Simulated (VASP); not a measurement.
# Nb (Fm-3m) in VASP: density of states with PBE

Aim: the density of states of Nb with PBE.

All numbers are computed with VASP 6.6.1; they aren't measurements. Logs are shortened: lines on timing, memory, paths and dates and some standing lists are left out, and cuts for length are marked.

## (1) The cell of the first run

It takes space group Fm-3m (No. 225, cubic). Conventional cell: a = 4.218 Å, b = 4.218 Å, c = 4.218 Å, α = 90.00°, β = 90.00°, γ = 90.00°. Within 3.9 Å of Nb (site symmetry m-3m) lie 12 Nb at 2.98 Å.

## (2) Density of states, PBE, non-collinear spin, zero start, spin-orbit coupling

POSCAR reads:

```
Nb
1.0
    0.0000000000      2.1092213104      2.1092213104
    2.1092213104      0.0000000000      2.1092213104
    2.1092213104      2.1092213104      0.0000000000
Nb
1
Direct
    0.0000000000      0.0000000000      0.0000000000
```

INCAR.step1 reads:

```
SYSTEM = Nb
ALGO     = Normal         ! electronic algorithm
EDIFF    = 1E-6           ! SCF threshold, eV
ENCUT    = 520            ! plane-wave cutoff, eV
GGA      = PE             ! functional
GGA_COMPAT= .False.      
ISIF     = 2              ! what is computed and relaxed
ISMEAR   = 0              ! smearing method
LASPH    = .True.         ! aspherical terms in the spheres
LCHARG   = .True.         ! write CHGCAR
LMAXMIX  = 4              ! l up to which the mixer works
LORBMOM  = .True.       
LREAL    = .False.        ! projectors in reciprocal space
LSORBIT  = .True.         ! spin-orbit coupling
LWAVE    = .False.        ! write WAVECAR
MAGMOM   = 0 0 0          ! initial moments
NBANDS   = 24             ! bands
NELM     = 150            ! most SCF steps
PREC     = Accurate       ! precision mode
SIGMA    = 0.05           ! smearing width, eV
```

KPOINTS.step1 reads:

```
k-points
0
Gamma
  18 18 18
  0 0 0
```

INCAR.step2 reads:

```
SYSTEM = Nb
ALGO     = Normal         ! electronic algorithm
EDIFF    = 1E-6           ! SCF threshold, eV
ENCUT    = 520            ! plane-wave cutoff, eV
GGA      = PE             ! functional
GGA_COMPAT= .False.      
ICHARG   = 11             ! starting density
ISIF     = 2              ! what is computed and relaxed
ISMEAR   = -5             ! smearing method
LASPH    = .True.         ! aspherical terms in the spheres
LCHARG   = .False.        ! write CHGCAR
LMAXMIX  = 4              ! l up to which the mixer works
LORBIT   = 11             ! projections on sites
LORBMOM  = .True.       
LREAL    = .False.        ! projectors in reciprocal space
LSORBIT  = .True.         ! spin-orbit coupling
LWAVE    = .False.        ! write WAVECAR
MAGMOM   = 0 0 0          ! initial moments
NBANDS   = 24             ! bands
NEDOS    = 2001           ! points of the DOS
NELM     = 150            ! most SCF steps
PREC     = Accurate       ! precision mode
SIGMA    = 0.05           ! smearing width, eV
```

KPOINTS.step2 reads:

```
k-points
0
Gamma
  27 27 27
  0 0 0
```

Potentials or basis: VASP PAW PBE potentials, release 64 (Nb_sv).

Run with:

```sh
> cat potpaw_PBE.64/Nb_sv/POTCAR > POTCAR
> cp INCAR.step1 INCAR
> cp KPOINTS.step1 KPOINTS
> mpirun -np 1 vasp_ncl > vasp.out
> cp INCAR.step2 INCAR
> cp KPOINTS.step2 KPOINTS
> mpirun -np 1 vasp_ncl > vasp.out
```

OUTCAR:

```text
SYSTEM = Nb
   EDIFF = 1E-6
   ENCUT = 520
   GGA = PE
   ICHARG = 11
   ISIF = 2
   ISMEAR = -5
   LASPH = .True.
   LORBIT = 11
   LREAL = .False.
   LSORBIT = .True.
   NELM = 150
   PREC = Accurate

 ion  position               nearest neighbor table
   1  0.000  0.000  0.000-

  LATTYP: Found a face centered cubic cell.
 ALAT       =     4.2184426208

  Lattice vectors:

 A1 = (   0.0000000000,   2.1092213104,   2.1092213104)
 A2 = (   2.1092213104,   0.0000000000,   2.1092213104)
 A3 = (   2.1092213104,   2.1092213104,   0.0000000000)

Analysis of symmetry for initial positions (statically):
=====================================================================
 Subroutine PRICEL returns:
 Original cell was already a primitive cell.

 Routine SETGRP: Setting up the symmetry group for a
 face centered cubic supercell.

 Subroutine GETGRP returns: Found 48 space group operations
[... 9 lines left out ...]

 Routine SETGRP: Setting up the symmetry group for a
 face centered cubic supercell.

 Subroutine GETGRP returns: Found 48 space group operations
 (whereof 48 operations were pure point group operations)
 out of a pool of 48 trial point group operations.

The dynamic configuration has the point symmetry O_h .

Analysis of structural, dynamic, and magnetic symmetry:
=====================================================================
 Subroutine PRICEL returns:
 Original cell was already a primitive cell.

 Routine SETGRP: Setting up the symmetry group for a
 face centered cubic supercell.

 Subroutine GETGRP returns: Found 48 space group operations
 (whereof 48 operations were pure point group operations)
 out of a pool of 48 trial point group operations.

The overall configuration has the point symmetry O_h .

 Subroutine INISYM returns: Found 48 space group operations
[... 5 lines left out ...]
                                     Primitive cell

  volume of cell :      18.7671

  direct lattice vectors                    reciprocal lattice vectors
     0.000000000  2.109221310  2.109221310    -0.237054309  0.237054309  0.237054309
     2.109221310  0.000000000  2.109221310     0.237054309 -0.237054309  0.237054309
     2.109221310  2.109221310  0.000000000     0.237054309  0.237054309 -0.237054309

  length of vectors
     2.982889383  2.982889383  2.982889383     0.410590107  0.410590107  0.410590107

  position of ions in fractional coordinates (direct lattice)
     0.000000000  0.000000000  0.000000000

  ion indices of the primitive-cell ions
   primitive index   ion index
                 1           1

[... 120 lines left out ...]

 val. band max:       10.9733120680   @ k =  -0.3704   0.2222   0.0741
 cond. band min:      10.9654050815   @ k =   0.4815   0.0370   0.0000
 fundamental gap:     -0.0079069866
 Fermi energy:        10.9640725081

 k-point     1 :       0.0000    0.0000    0.0000
  band No.  band energies     occupation
      1     -43.8296      1.00000
      2     -43.8296      1.00000
      3     -20.6527      1.00000
      4     -20.6527      1.00000
      5     -18.5169      1.00000
      6     -18.5169      1.00000
[... 637 lines left out ...]
     23      24.7196      0.00000
     24      24.7197      0.00000

 [... further k-points ...]
[... 5 lines left out ...]
  --------------------------------------------------------------------------------------
  -------------------------------------------------------------------------------------
  Total       -0.0262641     -0.0262641     -0.0262641      0.0000000     -0.0000000      0.0000000
  in kB       -2.2422095     -2.2422095     -2.2422095      0.0000000     -0.0000000      0.0000000
  external PRESSURE =      -2.2422095 kB  Pullay stress =       0.0000000 kB

 VOLUME and BASIS-vectors are now :
 -----------------------------------------------------------------------------
  energy-cutoff  :      520.00
  volume of cell :       18.77
      direct lattice vectors                 reciprocal lattice vectors
     0.000000000  2.109221310  2.109221310    -0.237054309  0.237054309  0.237054309
     2.109221310  0.000000000  2.109221310     0.237054309 -0.237054309  0.237054309
     2.109221310  2.109221310  0.000000000     0.237054309  0.237054309 -0.237054309

 POSITION                                       TOTAL-FORCE (eV/Angst)
 -----------------------------------------------------------------------------------
      0.00000      0.00000      0.00000         0.000000      0.000000      0.000000
 -----------------------------------------------------------------------------------
    total drift:                               -0.000000      0.000000      0.000000

  FREE ENERGIE OF THE ION-ELECTRON SYSTEM (eV)
  ---------------------------------------------------
  free  energy   TOTEN  =        -9.9828807938 eV

  energy  without entropy=       -9.9828807938  energy(sigma->0) =       -9.98288079

 orbital moment (x)

 # of ion     p       d       tot
 ----------------------------------------
  1         0.000   0.000   0.000
 ----------------------------------------
            0.000   0.000   0.000

 orbital moment (y)

 # of ion     p       d       tot
 ----------------------------------------
  1         0.000  -0.000  -0.000
 ----------------------------------------
            0.000  -0.000  -0.000

 orbital moment (z)

 # of ion     p       d       tot
 ----------------------------------------
  1         0.000   0.000   0.000
 ----------------------------------------
            0.000   0.000   0.000

 Spin-Orbit-Coupling matrix elements

 Ion:    1  E_soc:     -0.1786742
 l=   1
     0.0000000    -0.0268532    -0.0268532
    -0.0268532     0.0000000    -0.0268532
    -0.0268532    -0.0268532     0.0000000
 l=   2
     0.0000000    -0.0007239     0.0000000    -0.0007239    -0.0022020
    -0.0007239     0.0000000    -0.0016515    -0.0007239    -0.0005505
     0.0000000    -0.0016515     0.0000000    -0.0016515     0.0000000
    -0.0007239    -0.0007239    -0.0016515     0.0000000    -0.0005505
    -0.0022020    -0.0005505     0.0000000    -0.0005505     0.0000000
 l=   3
     0.0000000     0.0000000     0.0000000     0.0000000     0.0000000     0.0000000     0.0000000
     0.0000000     0.0000000     0.0000000     0.0000000     0.0000000     0.0000000     0.0000000
     0.0000000     0.0000000     0.0000000     0.0000000     0.0000000     0.0000000     0.0000000
     0.0000000     0.0000000     0.0000000     0.0000000     0.0000000     0.0000000     0.0000000
     0.0000000     0.0000000     0.0000000     0.0000000     0.0000000     0.0000000     0.0000000
     0.0000000     0.0000000     0.0000000     0.0000000     0.0000000     0.0000000     0.0000000
     0.0000000     0.0000000     0.0000000     0.0000000     0.0000000     0.0000000     0.0000000

 total charge

# of ion       s       p       d       tot
------------------------------------------
    1        2.224   6.005   2.415  10.643

 magnetization (x)

# of ion       s       p       d       tot
------------------------------------------
    1       -0.000   0.000   0.000   0.000

 magnetization (y)

# of ion       s       p       d       tot
------------------------------------------
    1        0.000   0.000   0.000   0.000

 magnetization (z)

# of ion       s       p       d       tot
------------------------------------------
    1        0.000   0.000   0.000   0.000
```

OUTCAR.step1:

```text
SYSTEM = Nb
   EDIFF = 1E-6
   ENCUT = 520
   GGA = PE
   ISIF = 2
   ISMEAR = 0
[... 935 lines left out ...]
     0.0000000     0.0000000     0.0000000     0.0000000     0.0000000     0.0000000     0.0000000
     0.0000000     0.0000000     0.0000000     0.0000000     0.0000000     0.0000000     0.0000000
     0.0000000     0.0000000     0.0000000     0.0000000     0.0000000     0.0000000     0.0000000
     0.0000000     0.0000000     0.0000000     0.0000000     0.0000000     0.0000000     0.0000000
     0.0000000     0.0000000     0.0000000     0.0000000     0.0000000     0.0000000     0.0000000
     0.0000000     0.0000000     0.0000000     0.0000000     0.0000000     0.0000000     0.0000000

=======================================================================

 ========================================================
```

OSZICAR.step1:

```text
N       E                     dE             d eps       ncg     rms          rms(c)
DAV:   1     0.147009184784E+03    0.14701E+03   -0.71099E+03  9360   0.113E+03
DAV:   2    -0.121147064757E+01   -0.14822E+03   -0.14297E+03 10136   0.445E+02
DAV:   3    -0.100960395911E+02   -0.88846E+01   -0.85245E+01 17608   0.855E+01
DAV:   4    -0.104372439131E+02   -0.34120E+00   -0.33562E+00 12344   0.135E+01
DAV:   5    -0.104511719337E+02   -0.13928E-01   -0.13922E-01 14840   0.274E+00    0.665E+00
DAV:   6    -0.100289351120E+02    0.42224E+00   -0.60701E-01 13744   0.101E+01    0.231E+00
DAV:   7    -0.997911826895E+01    0.49817E-01   -0.24593E-01 15576   0.591E+00    0.109E+00
DAV:   8    -0.998424630548E+01   -0.51280E-02   -0.16312E-02 13240   0.153E+00    0.785E-01
DAV:   9    -0.998482159906E+01   -0.57529E-03   -0.19661E-03 13744   0.565E-01    0.827E-02
DAV:  10    -0.998474009938E+01    0.81500E-04   -0.31207E-04 15136   0.209E-01    0.254E-02
DAV:  11    -0.998472972903E+01    0.10370E-04   -0.19823E-05 13224   0.667E-02    0.148E-02
DAV:  12    -0.998472901221E+01    0.71682E-06   -0.24935E-06 11296   0.247E-02
   1 F= -.99847290E+01 E0= -.99840060E+01  d E =-.144593E-02  mag=     0.0000     0.0000    -0.0000
```

Run time: 3.5 min. Hardware: 1 thread of Intel Xeon Platinum 8488C (Sapphire Rapids), shared host; peak memory 0.45 GiB.

What came out:

```yaml
Net_moment: 0.00 μB per cell
Valence_electrons_inside_the_program's_atomic_spheres: Nb 10.64
```

Moments on the atoms (μB; x, y, z):
```
Nb  0.00 0.00 0.00
```
